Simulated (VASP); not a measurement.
# CaO (Fm-3m) in VASP: notebook, part 2 of 2

VASP 6.6.1.

**3. Vibrations by perturbation theory, PBE**

INCAR

```
  ALGO = Normal
  EDIFF = 1E-8
  ENCUT = 600
  GGA = PE
  GGA_COMPAT = F
  IBRION = 8
  ISIF = 2
  ISMEAR = 0
  LASPH = T
  LCHARG = F
  LEPSILON = T
  LREAL = F
  LWAVE = F
  NELM = 120
  NSW = 1
  PREC = Accurate
  SIGMA = 0.01
```

KPOINTS

```
k-points
0
Gamma
  8 8 8
```

POSCAR

```
CaO
1.0
    0.0000000000      2.4154548807      2.4154548807
    2.4154548807      0.0000000000      2.4154548807
    2.4154548807      2.4154548807      0.0000000000
Ca O
1 1
Direct
    0.5000000000      0.5000000000      0.5000000000
    0.0000000000      0.0000000000      0.0000000000
```

Potentials or basis: VASP PAW PBE potentials, release 64 (Ca_sv, O).

On the command line:

```console
> cat potpaw_PBE.64/Ca_sv/POTCAR potpaw_PBE.64/O/POTCAR > POTCAR
> mpirun -np 1 vasp_std > vasp.out
```

OUTCAR:

```text
EDIFF = 1E-8
   ENCUT = 600
   GGA = PE
   IBRION = 8
   ISIF = 2
   ISMEAR = 0
   LASPH = T
   LEPSILON = T
   LREAL = F
   NELM = 120
   NSW = 1
   PREC = Accurate

 ion  position               nearest neighbor table
   1  0.500  0.500  0.500-   2 2.42   2 2.42   2 2.42   2 2.42   2 2.42   2 2.42
   2  0.000  0.000  0.000-   1 2.42   1 2.42   1 2.42   1 2.42   1 2.42   1 2.42

  LATTYP: Found a face centered cubic cell.
 ALAT       =     4.8309097614

  Lattice vectors:

 A1 = (   0.0000000000,   2.4154548807,   2.4154548807)
 A2 = (   2.4154548807,   0.0000000000,   2.4154548807)
 A3 = (   2.4154548807,   2.4154548807,   0.0000000000)

Analysis of symmetry for initial positions (statically):
=====================================================================
 Subroutine PRICEL returns:
 Original cell was already a primitive cell.

 Routine SETGRP: Setting up the symmetry group for a
 face centered cubic supercell.

 Subroutine GETGRP returns: Found 48 space group operations
 (whereof 48 operations were pure point group operations)
 out of a pool of 48 trial point group operations.

The static configuration has the point symmetry O_h .

Analysis of symmetry for dynamics (positions and initial velocities):
=====================================================================
 Subroutine PRICEL returns:
 Original cell was already a primitive cell.

 Routine SETGRP: Setting up the symmetry group for a
 face centered cubic supercell.

 Subroutine GETGRP returns: Found 48 space group operations
 (whereof 48 operations were pure point group operations)
 out of a pool of 48 trial point group operations.

The dynamic configuration has the point symmetry O_h .

 Subroutine INISYM returns: Found 48 space group operations
 (whereof 48 operations are pure point group operations),
 and found     1 'primitive' translations

----------------------------------------------------------------------------------------

                                     Primitive cell

  volume of cell :      28.1856

  direct lattice vectors                    reciprocal lattice vectors
     0.000000000  2.415454881  2.415454881    -0.207000348  0.207000348  0.207000348
     2.415454881  0.000000000  2.415454881     0.207000348 -0.207000348  0.207000348
     2.415454881  2.415454881  0.000000000     0.207000348  0.207000348 -0.207000348

  length of vectors
     3.415969052  3.415969052  3.415969052     0.358535119  0.358535119  0.358535119

  position of ions in fractional coordinates (direct lattice)
     0.500000000  0.500000000  0.500000000
     0.000000000  0.000000000  0.000000000

  ion indices of the primitive-cell ions
[... 548 lines left out ...]
     0.00000  0.00000 -0.00000
     0.00000  0.00000  0.00000
    -0.00000 -0.00000 -0.00041

--------------------------------------- Ionic step        4  -------------------------------------------

------------------------ aborting loop because EDIFF is reached ----------------------------------------

[... ionic steps 5 to 6 ...]

--------------------------------------- Ionic step        7  -------------------------------------------

 Free energy of the ion-electron system (eV)
  ---------------------------------------------------
  ---------------------------------------------------
  free energy    TOTEN  =        -0.36480991 eV

  energy without entropy =       -0.36480991

------------------------ aborting loop because EDIFF is reached ----------------------------------------

 INTERNAL STRAIN TENSOR  FOR ION    2  DIRECTION 1   (eV/Angst):
 -----------------------------------------------------------------------------
     0.01775  0.00000  0.00000
     0.00000 -0.01020  0.00000
     0.00000  0.00000 -0.01020

 MACROSCOPIC STATIC DIELECTRIC TENSOR (including local field effects in DFT)
 ------------------------------------------------------
           3.784781     0.000000    -0.000000
           0.000000     3.784781    -0.000000
          -0.000000     0.000000     3.784781
 ------------------------------------------------------

 PIEZOELECTRIC TENSOR (including local field effects)  for field in x, y, z        (e  Angst)
          XX          YY          ZZ          XY          YZ          ZX
  --------------------------------------------------------------------------------
  x     0.00000     0.00000     0.00000     0.00000     0.00000     0.00000
  y     0.00000     0.00000     0.00000     0.00000     0.00000     0.00000
  z     0.00000     0.00000     0.00000     0.00000     0.00000     0.00000

 PIEZOELECTRIC TENSOR (including local field effects)  for field in x, y, z        (C/m^2)
          XX          YY          ZZ          XY          YZ          ZX
  --------------------------------------------------------------------------------
  x     0.00000     0.00000     0.00000     0.00000     0.00000     0.00000
  y     0.00000     0.00000     0.00000     0.00000     0.00000     0.00000
  z     0.00000     0.00000     0.00000     0.00000     0.00000     0.00000

 BORN EFFECTIVE CHARGES (including local field effects) (in |e|, cummulative output)
 ---------------------------------------------------------------------------------
 ion    1
    1     2.35206     0.00000    -0.00000
    2    -0.00000     2.35206     0.00000
    3     0.00000    -0.00000     2.35206
 ion    2
    1    -2.35206    -0.00000     0.00000
    2     0.00000    -2.35206    -0.00000
    3    -0.00000     0.00000    -2.35206

 INTERNAL STRAIN TENSOR FOR ION    2 for displacements in x,y,z  (eV/Angst):
          X           Y           Z          XY          YZ          ZX
  --------------------------------------------------------------------------------
  x     0.00000     0.00000     0.00000     0.00000     0.00000     0.00000
  y     0.00000     0.00000     0.00000     0.00000     0.00000     0.00000
  z     0.00000     0.00000     0.00000     0.00000     0.00000     0.00000

 SECOND DERIVATIVES (NOT SYMMETRIZED)
 ------------------------------------
               1X          1Y          1Z          2X          2Y          2Z
  1X    -2.944425    0.000000    0.000000    2.944425    0.000000    0.000000
  1Y     0.000000   -2.944425    0.000000    0.000000    2.944425    0.000000
  1Z     0.000000    0.000000   -2.944425    0.000000    0.000000    2.944425
  2X     2.874071    0.000000    0.000000   -2.874071    0.000000    0.000000
  2Y     0.000000    2.874071    0.000000    0.000000   -2.874071    0.000000
  2Z     0.000000    0.000000    2.874071    0.000000    0.000000   -2.874071

 Eigenvectors and eigenvalues of the dynamical matrix
 ----------------------------------------------------

   1 f  =    7.865034 THz    49.417464 2PiTHz  262.349282 cm-1    32.527151 meV
             X         Y         Z           dx          dy          dz
      2.415455  2.415455  2.415455     0.538782   -0.000000   -0.000000
      0.000000  0.000000  0.000000    -0.842445   -0.000000   -0.000000
[... 21 lines left out ...]
   6 f/i=    0.043167 THz     0.271224 2PiTHz    1.439882 cm-1     0.178523 meV
             X         Y         Z           dx          dy          dz
      2.415455  2.415455  2.415455    -0.087847   -0.470437   -0.693315
      0.000000  0.000000  0.000000    -0.056182   -0.300866   -0.443407

--------------------------------------------------------------------------------------------------------

 MACROSCOPIC STATIC DIELECTRIC TENSOR IONIC CONTRIBUTION
 ------------------------------------------------------
          12.207387    -0.000000    -0.000000
          -0.000000    12.207387     0.000000
          -0.000000     0.000000    12.207387
 ------------------------------------------------------

 ELASTIC MODULI CONTR FROM IONIC RELAXATION (kBar)
 Direction    XX          YY          ZZ          XY          YZ          ZX
 --------------------------------------------------------------------------------
 XX           0.0000      0.0000      0.0000      0.0000      0.0000      0.0000
 YY           0.0000      0.0000      0.0000      0.0000      0.0000      0.0000
 ZZ           0.0000      0.0000      0.0000      0.0000      0.0000      0.0000
 XY           0.0000      0.0000      0.0000      0.0000      0.0000      0.0000
 YZ           0.0000      0.0000      0.0000      0.0000      0.0000      0.0000
 ZX           0.0000      0.0000      0.0000      0.0000      0.0000      0.0000
 --------------------------------------------------------------------------------

 PIEZOELECTRIC TENSOR IONIC CONTR  for field in x, y, z        (C/m^2)
          XX          YY          ZZ          XY          YZ          ZX
  --------------------------------------------------------------------------------
  x     0.00000     0.00000     0.00000     0.00000     0.00000     0.00000
  y     0.00000     0.00000     0.00000     0.00000     0.00000     0.00000
  z     0.00000     0.00000     0.00000     0.00000     0.00000     0.00000
```

Wall time 3 min (1 thread of Intel Xeon 6975P-C (Granite Rapids), shared host); peak memory 0.22 GiB.

What came out:

```yaml
Electronic_dielectric_tensor_diagonal: 3.78
Born_charges_mean_of_the_diagonal: Ca +2.35; O -2.35 e
Highest_phonon_frequency_at_Γ_LO-TO_splitting_left_out: 262 cm⁻¹
```

Phonon frequencies in cm⁻¹ (negative: imaginary):
| q point | frequencies |
| --- | --- |
| (0.000, 0.000, 0.000) | -1 -1 -1 262 262 262 |

Electronic dielectric tensor:
```
3.78 0.00 0.00
0.00 3.78 0.00
0.00 0.00 3.78
```

Born effective charge tensors (e):
atom 1, Ca
```
2.35 0.00 0.00
0.00 2.35 0.00
0.00 0.00 2.35
```
atom 2, O
```
-2.35  0.00  0.00
 0.00 -2.35  0.00
 0.00  0.00 -2.35
```

**4. Elastic constants, PBE**

INCAR

```
SYSTEM = CaO
ALGO = Normal
EDIFF = 1E-8
ENCUT = 600
GGA = PE
GGA_COMPAT = .FALSE.
IBRION = 6
ISIF = 3
ISMEAR = 0
LASPH = .TRUE.
LCHARG = .FALSE.
LREAL = .FALSE.
LWAVE = .FALSE.
NELM = 120
NFREE = 2
NSW = 1
POTIM = 0.015
PREC = Accurate
SIGMA = 0.01
```

KPOINTS

```
k-points
0
G
  8 8 8
  0 0 0
```

POSCAR is that of step 3.

On the command line:

```console
> cat potpaw_PBE.64/Ca_sv/POTCAR potpaw_PBE.64/O/POTCAR > POTCAR
> mpirun -np 1 vasp_std > vasp.out
```

It took 3.8 min on 1 thread of Intel Xeon 6975P-C (Granite Rapids), shared host; peak memory 0.27 GiB.

Results (log left out):

| Item | Value |
| --- | --- |
| Elastic constants C11, C12, C44 | 207, 57, 75 GPa |
| Voigt bulk modulus | 107 GPa |
| Highest phonon frequency at Γ, LO-TO splitting left out | 262 cm⁻¹ |

Phonon frequencies in cm⁻¹ (negative: imaginary):
| q point | frequencies |
| --- | --- |
| (0.000, 0.000, 0.000) | 0 0 0 262 262 262 |

Elastic tensor in Voigt notation (GPa, in the Cartesian axes of the cell as first typed):
```
207  57  57   0   0   0
 57 207  57   0   0   0
 57  57 207   0   0   0
  0   0   0  75   0   0
  0   0   0   0  75   0
  0   0   0   0   0  75
```

Clamped-ion elastic tensor (GPa):
```
207  57  57   0   0   0
 57 207  57   0   0   0
 57  57 207   0   0   0
  0   0   0  75   0   0
  0   0   0   0  75   0
  0   0   0   0   0  75
```
